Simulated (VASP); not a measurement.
# Tc (P6_3/mmc) in VASP: electric field gradients with PBE

Aim: the electric field gradients of Tc with PBE.

Program: VASP 6.6.1. These are calculated values, not measurements. Logs are shortened: lines on timing, memory, paths and dates and some standing lists are left out, and cuts for length are marked.

## Step 1: The cell of the first run

The structure is hexagonal, space group P6_3/mmc (No. 194). Conventional cell: a = 2.700 Å, b = 2.700 Å, c = 4.336 Å, α = 90.00°, β = 90.00°, γ = 120.00°. Tc (site symmetry -6m2) has 12 Tc at 2.67 to 2.70 Å within 3.5 Å.

## Step 2: Electric field gradients, PBE (13.68 Å³/atom)

File INCAR:

```
SYSTEM = Tc
PREC = Accurate
ENCUT = 520
EDIFF = 1E-8
ISMEAR = -1
SIGMA = 0.08
LREAL = .False.
LASPH = .True.
NELM = 80
ALGO = Normal
ISIF = 2
LWAVE = .False.
LCHARG = .False.
GGA = PE
LEFG = .True.
NBANDS = 20
```

File KPOINTS:

```
Automatic mesh
0
Gamma
  14 14 8
  0 0 0
```

File POSCAR:

```
Tc
1.0
    2.6995950541      0.0000000000      0.0000000000
   -1.3497975270      2.3379178968      0.0000000000
    0.0000000000      0.0000000000      4.3355049404
Tc
2
Direct
    0.3333333333      0.6666666667      0.2500000000
    0.6666666667      0.3333333333      0.7500000000
```

Potentials or basis: VASP PAW PBE potentials, release 64 (Tc_pv).

Run with:

```bash
$ cat potpaw_PBE.64/Tc_pv/POTCAR > POTCAR
$ mpirun -np 1 vasp_std > vasp.out
```

OUTCAR:

```text
SYSTEM = Tc
   PREC = Accurate
   ENCUT = 520
   EDIFF = 1E-8
   ISMEAR = -1
   LREAL = .False.
   LASPH = .True.
   NELM = 80
   ISIF = 2
   GGA = PE

 ion  position               nearest neighbor table
   1  0.333  0.667  0.250-   2 2.67   2 2.67   2 2.67   2 2.67   2 2.67   2 2.67
   2  0.667  0.333  0.750-   1 2.67   1 2.67   1 2.67   1 2.67   1 2.67   1 2.67

  LATTYP: Found a hexagonal cell.
 ALAT       =     2.6995950541
 C/A-ratio  =     1.6059834359

  Lattice vectors:

 A1 = (   2.6995950541,   0.0000000000,   0.0000000000)
 A2 = (  -1.3497975270,   2.3379178968,   0.0000000000)
 A3 = (   0.0000000000,   0.0000000000,   4.3355049404)

Analysis of symmetry for initial positions (statically):
=====================================================================
 Subroutine PRICEL returns:
 Original cell was already a primitive cell.

 Routine SETGRP: Setting up the symmetry group for a
 hexagonal supercell.

 Subroutine GETGRP returns: Found 24 space group operations
 (whereof 12 operations were pure point group operations)
 out of a pool of 24 trial point group operations.

The static configuration has the point symmetry D_3d.
 The point group associated with its full space group is D_6h.

Analysis of symmetry for dynamics (positions and initial velocities):
=====================================================================
 Subroutine PRICEL returns:
 Original cell was already a primitive cell.

 Routine SETGRP: Setting up the symmetry group for a
 hexagonal supercell.

 Subroutine GETGRP returns: Found 24 space group operations
 (whereof 12 operations were pure point group operations)
 out of a pool of 24 trial point group operations.

The dynamic configuration has the point symmetry D_3d.
 The point group associated with its full space group is D_6h.

 Subroutine INISYM returns: Found 24 space group operations
 (whereof 12 operations are pure point group operations),
 and found     1 'primitive' translations

----------------------------------------------------------------------------------------

                                     Primitive cell

  volume of cell :      27.3632

  direct lattice vectors                    reciprocal lattice vectors
     2.699595054  0.000000000  0.000000000     0.370425927  0.213865509  0.000000000
    -1.349797527  2.337917897  0.000000000     0.000000000  0.427731017  0.000000000
     0.000000000  0.000000000  4.335504940     0.000000000  0.000000000  0.230653641

  length of vectors
     2.699595054  2.699595054  4.335504940     0.427731017  0.427731017  0.230653641

  position of ions in fractional coordinates (direct lattice)
     0.333333333  0.666666667  0.250000000
     0.666666667  0.333333333  0.750000000

  ion indices of the primitive-cell ions
   primitive index   ion index
                 1           1
                 2           2

----------------------------------------------------------------------------------------

 KPOINTS: Automatic mesh

Automatic generation of k-mesh.
 Grid dimensions read from file:
 generate k-points for:   14   14    8

 Generating k-lattice:

  Cartesian coordinates                     Fractional coordinates (reciprocal lattice)
     0.026458995  0.015276108  0.000000000     0.071428571 -0.000000000  0.000000000
     0.000000000  0.030552216  0.000000000     0.000000000  0.071428571  0.000000000
     0.000000000  0.000000000  0.028831705     0.000000000  0.000000000  0.125000000

  Length of vectors
     0.030552216  0.030552216  0.028831705

  Shift w.r.t. Gamma in fractional coordinates (k-lattice)
     0.000000000  0.000000000  0.000000000

 Subroutine IBZKPT returns following result:
 ===========================================

 Found    120 irreducible k-points:

 Following reciprocal coordinates:
            Coordinates               Weight
  0.000000  0.000000  0.000000      1.000000
  0.071429 -0.000000  0.000000      6.000000
  0.142857 -0.000000  0.000000      6.000000
  0.214286 -0.000000  0.000000      6.000000
  0.285714 -0.000000  0.000000      6.000000
  0.357143 -0.000000  0.000000      6.000000
[... 16 lines left out ...]
  0.285714  0.285714  0.000000      6.000000
  0.357143  0.285714  0.000000      6.000000
 [... further k-points ...]
   k-points           NKPTS =    120   k-points in BZ     NKDIM =    120   number of bands    NBANDS=     20
   number of dos      NEDOS =    301   number of ions     NIONS =      2
   total plane-waves  NPLWV =  12800
   dimension x,y,z NGX =    20 NGY =   20 NGZ =   32
   dimension x,y,z NGXF=    40 NGYF=   40 NGZF=   64
   ions per type =               2
   NGX,Y,Z   is equivalent  to a cutoff of  12.32, 12.32, 12.27 a.u.
   NGXF,Y,Z  is equivalent  to a cutoff of  24.63, 24.63, 24.54 a.u.
 SYSTEM =  Tc
   PREC   = accura    normal or accurate (medium, high low for compatibility)
   ISTART =      0    job   : 0-new  1-cont  2-samecut
   ICHARG =      2    charge: 1-file 2-atom 10-const
   ISPIN  =      1    spin polarized calculation?
   LNONCOLLINEAR =      F non collinear calculations
   LSORBIT =      F    spin-orbit coupling
   LASPH  =      T    aspherical Exc in radial PAW
   ENCUT  =  520.0 eV  38.22 Ry    6.18 a.u.   5.02  5.02  8.06*2*pi/ulx,y,z
   NELM   =     80;   NELMIN=  2; NELMDL= -5     # of ELM steps
   EDIFF  = 0.1E-07   stopping-criterion for ELM
   LREAL  =      F    real-space projection
   EDIFFG = 0.1E-06   stopping-criterion for IOM
   NSW    =      0    number of steps for IOM
   IBRION =     -1    ionic relax: 0-MD 1-quasi-New 2-CG
   NFREE  =      0    steps in history (QN), initial steepest desc. (CG)
   ISIF   =      2    stress and relaxation
   ISYM   =      2    0-nonsym 1-usesym 2-fastsym
   POTIM  = 0.5000    time-step for ionic-motion
   TEBEG  =    0.0;   TEEND  =   0.0 temperature during run
   PSTRESS=    0.0 pullay stress
   NELECT =      26.0000    total number of electrons
   NUPDOWN=      -1.0000    fix difference up-down
   EMIN   =  10.00;   EMAX   =-10.00  energy-range for DOS
   EFERMI =   0.00;   METHOD = LEGACY
   ISMEAR =    -1;   SIGMA  =   0.08  broadening in eV -4-tet -1-fermi 0-gaus
   EFERMI_NEDOS =   21; number of points for ismear=-14 and -15
   IALGO  =     38    algorithm
   IMIX   =      4    mixing-type and parameters
     AMIX     =   0.40;   BMIX     =  1.00
     AMIX_MAG =   1.60;   BMIX_MAG =  1.00
  volume/ion in A,a.u.               =      13.68        92.33
  Fermi-wavevector in a.u.,A,eV,Ry     =   1.609447  3.041414 35.243451  2.590321
  Thomas-Fermi vector in A             =   2.705156
   LORBIT       =      0    0 simple, 1 ext, 2 COOP (PROOUT), +10 PAW based schemes
   GGA     = PE    functional components
   LHFCALC =     F    Hartree Fock is set to
   AEXX    =    0.0000 exact exchange contribution
   IVDW    =     0    specifies the selected vdW correction
   LEPSILON=     F    determine dielectric tensor
   LRPA    =     F    only Hartree local field effects (RPA)
 non-spin polarized calculation
  energy-cutoff  :      520.00
  volume of cell :       27.36
 maximum number of plane-waves:       760
 NGX is ok and might be reduce to    20
   NGX =  9   NGY =  9   NGZ = 17

 number of electron      26.0000009 magnetization

 Free energy of the ion-electron system (eV)
  ---------------------------------------------------
  ext. energy  EPLUGINS =         0.00000000
  ---------------------------------------------------
  free energy    TOTEN  =       -20.64419569 eV

  energy without entropy =      -20.60483321  energy(sigma->0) =      -20.62451445

 E-fermi :  13.4167     XC(G=0): -14.0638

 val. band max:       13.4074848798   @ k =   0.2857   0.0714   0.5000
 cond. band min:      13.4172954945   @ k =   0.2143  -0.0000   0.0000
 fundamental gap:      0.0098106147
 Fermi energy:        13.4166550602

 k-point     1 :       0.0000    0.0000    0.0000
  band No.  band energies     occupation
      1     -26.1436      2.00000
      2     -24.8626      2.00000
      3     -24.8626      2.00000
      4     -24.6511      2.00000
      5     -24.6511      2.00000
      6     -24.6116      2.00000
[... 12 lines left out ...]
     19      25.0949      0.00000
     20      27.7713      0.00000

 k-point     2 :       0.0714   -0.0000    0.0000
  band No.  band energies     occupation
      1     -26.1197      2.00000
      2     -24.9178      2.00000
      3     -24.8805      2.00000
      4     -24.7082      2.00000
      5     -24.6586      2.00000
      6     -24.6215      2.00000
[... 498 lines left out ...]
 k-point    24 :       0.3571    0.2857    0.0000
  band No.  band energies     occupation
      1     -25.7609      2.00000
      2     -25.5229      2.00000
      3     -25.5071      2.00000
      4     -25.2792      2.00000
      5     -25.2323      2.00000
      6     -25.1556      2.00000
[... 12 lines left out ...]
     19      22.6170      0.00000
     20      28.1448      0.00000

 [... further k-points ...]
[... 5 lines left out ...]
  --------------------------------------------------------------------------------------
  -------------------------------------------------------------------------------------
  Total        3.0830722      3.0830722      2.8085021      0.0000000      0.0000000      0.0000000
  in kB      180.5205757    180.5205757    164.4439014      0.0000000      0.0000000      0.0000000
  external PRESSURE =     175.1616842 kB  Pullay stress =       0.0000000 kB

 VOLUME and BASIS-vectors are now :
 -----------------------------------------------------------------------------
  energy-cutoff  :      520.00
  volume of cell :       27.36
      direct lattice vectors                 reciprocal lattice vectors
     2.699595054  0.000000000  0.000000000     0.370425927  0.213865509  0.000000000
    -1.349797527  2.337917897  0.000000000     0.000000000  0.427731017  0.000000000
     0.000000000  0.000000000  4.335504940     0.000000000  0.000000000  0.230653641

 POSITION                                       TOTAL-FORCE (eV/Angst)
 -----------------------------------------------------------------------------------
     -0.00000      1.55861      1.08388        -0.000000      0.000000      0.000000
      1.34980      0.77931      3.25163         0.000000     -0.000000      0.000000
 -----------------------------------------------------------------------------------
    total drift:                                0.000000     -0.000000      0.000000

  FREE ENERGIE OF THE ION-ELECTRON SYSTEM (eV)
  ---------------------------------------------------
  free  energy   TOTEN  =       -20.6441956906 eV

  energy  without entropy=      -20.6048332050  energy(sigma->0) =      -20.62451445

 Electric field gradients (V/A^2)
---------------------------------------------------------------------
 ion       V_xx      V_yy      V_zz      V_xy      V_xz      V_yz
---------------------------------------------------------------------
   1       8.769     8.770   -17.539     0.001     0.000    -0.000
   2       8.769     8.770   -17.539     0.001    -0.000     0.000
---------------------------------------------------------------------

 Electric field gradients after diagonalization (V/A^2)
 (convention: |V_zz| > |V_xx| > |V_yy|)
----------------------------------------------------------------------
 ion       V_xx      V_yy      V_zz     asymmetry (V_yy - V_xx)/ V_zz
----------------------------------------------------------------------
   1       8.771     8.768   -17.539       0.000
   2       8.771     8.768   -17.539       0.000
----------------------------------------------------------------------

           NMR quadrupolar parameters

 Cq : quadrupolar parameter    Cq=e*Q*V_zz/h
 eta: asymmetry parameters     (V_yy - V_xx)/ V_zz
 Q  : nuclear electric quadrupole moment in mb (millibarn)
----------------------------------------------------------------------
 ion       Cq(MHz)       eta       Q (mb)
----------------------------------------------------------------------
   1      -0.042       0.000       1.000
   2      -0.042       0.000       1.000
----------------------------------------------------------------------
```

Wall time 73 s (1 thread of Intel Xeon 8259CL, shared host); peak memory 0.18 GiB.

What came out:

```yaml
Free_energy: -20.6442 eV
Pressure: 17.5 GPa
Band_gap_on_the_k_mesh: zero (bands 13 and 14 overlap by 3.61 eV)
Largest_electric_field_gradient_by_atom: Tc -17.5 V/Å²
```

Levels at points of the mesh, in eV from the Fermi level:
| k point | band 11 | band 12 | band 13 | band 14 | band 15 | band 16 |
| --- | --- | --- | --- | --- | --- | --- |
| (0.00, 0.00, 0.00) | -1.59 | -0.88 | -0.88 | -0.12 | -0.12 | 1.81 |
| (0.50, 0.00, 0.00) | -1.20 | -0.89 | -0.51 | 3.16 | 3.56 | 3.61 |
| (0.00, 0.00, 0.50) | -1.78 | -1.78 | -1.78 | -1.78 | 2.00 | 2.00 |
| (0.50, 0.00, 0.50) | 0.15 | 0.15 | 1.55 | 1.55 | 3.43 | 3.43 |

Electric field gradients, principal values (V/Å²):
| atom | least | middle | greatest (by size) |
| --- | --- | --- | --- |
| 1 Tc | 8.768 | 8.771 | -17.539 |
| 2 Tc | 8.768 | 8.771 | -17.539 |

Caveat: the cell stands under pressure; without QUAD_EFG the Cq values of the log hold for a quadrupole moment of 1 mb, not for the nuclei.
